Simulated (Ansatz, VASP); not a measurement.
# TePb: VASP beside Ansatz

POSCAR

```
TePb
1.0
    0.0000000000      3.2708968051      3.2708968051
    3.2708968051      0.0000000000      3.2708968051
    3.2708968051      3.2708968051      0.0000000000
Te Pb
1 1
Direct
    0.0000000000      0.0000000000      0.0000000000
    0.5000000000      0.5000000000      0.5000000000
```

The input INCAR.step1:

```
PREC     = Accurate       # precision mode
ENCUT    = 550            # plane-wave cutoff, eV
ISMEAR   = 0              # smearing method
SIGMA    = 0.1            # smearing width, eV
LREAL    = F              # projectors in reciprocal space
LASPH    = T              # aspherical terms in the spheres
NELM     = 200            # most SCF steps
ISPIN    = 2              # spin polarisation
MAGMOM   = 0 0            # initial moments
NBANDS   = 21             # bands
GGA      = PE             # functional
ALGO     = Normal         # electronic algorithm
EDIFF    = 1E-5           # SCF threshold, eV
LWAVE    = T              # write WAVECAR
LCHARG   = F              # write CHGCAR
GGA_COMPAT= F
```

INCAR.step2

```
PREC     = Accurate       # precision mode
ENCUT    = 550            # plane-wave cutoff, eV
EDIFF    = 1E-6           # SCF threshold, eV
ISMEAR   = 0              # smearing method
SIGMA    = 0.1            # smearing width, eV
LREAL    = F              # projectors in reciprocal space
LASPH    = T              # aspherical terms in the spheres
NELM     = 200            # most SCF steps
ALGO     = Normal         # electronic algorithm
ISIF     = 2              # what is computed and relaxed
LWAVE    = F              # write WAVECAR
LCHARG   = F              # write CHGCAR
ISPIN    = 2              # spin polarisation
MAGMOM   = 0 0            # initial moments
LORBIT   = 11             # projections on sites
METAGGA  = R2SCAN         # meta-GGA
LMIXTAU  = T            
NBANDS   = 21             # bands
ISTART   = 1            
GGA_COMPAT= F
```

File KPOINTS:

```
regular mesh
0
Gamma
  2 2 2
```

Input for Ansatz:

```yaml
crystal:
  lattice:
    - [0.0, 3.2708968051, 3.2708968051]
    - [3.2708968051, 0.0, 3.2708968051]
    - [3.2708968051, 3.2708968051, 0.0]
  atoms:
    - { symbol: Te, position: [0.0, 0.0, 0.0] }
    - { symbol: Pb, position: [0.5, 0.5, 0.5] }
basis: {}
kpoints:
  mp_grid: { grid: [2, 2, 2] }
hamiltonian:
  xc: r2scan
scf:
  occupations: { method: gaussian, width: 0.1 }
  max_iter: 80
  convergence: { dr2_threshold: "1e-5 eV" }
output:
  forces: true
  stress: true
  eigenvalues: true
magnetization:
  spin_polarized: true
```

Alike in both runs: task single point; functional r2SCAN; k mesh 2 × 2 × 2; occupations gaussian, width 0.1 eV; collinear spin.

|  | VASP | Ansatz |
| --- | --- | --- |
| version | VASP 6.6.1 | Ansatz 0.2.0 |
| potentials or method | VASP PAW PBE potentials, release 64 (Te, Pb_d) | scalar-relativistic, plane waves, PAW |
| plane-wave cutoff (eV) | 550 | 500 |
| valence electrons in the cell | 20 | 30 |

```csv
,VASP,Ansatz,Ansatz less VASP
gap on the k mesh at the Fermi level (eV),1.01,1.01,-0.004
least direct gap on the mesh (eV),1.01,1.01,-0.004
pressure (GPa),6.4,6.3,-0.04
```

VASP's potentials were made for PBE, not for r2SCAN. The functional is the same, so the differences come from potentials, cutoffs and numerics. VASP's potentials hold 20 valence electrons a cell and Ansatz's 30, so a difference there can come from the potentials and not from the codes. Ansatz's warnings: force scf threshold loose, no starting moments, stability check not made, stress scf threshold loose.

The k mesh is coarse, so the values compare programs but aren't converged. Spin-orbit coupling is off throughout.
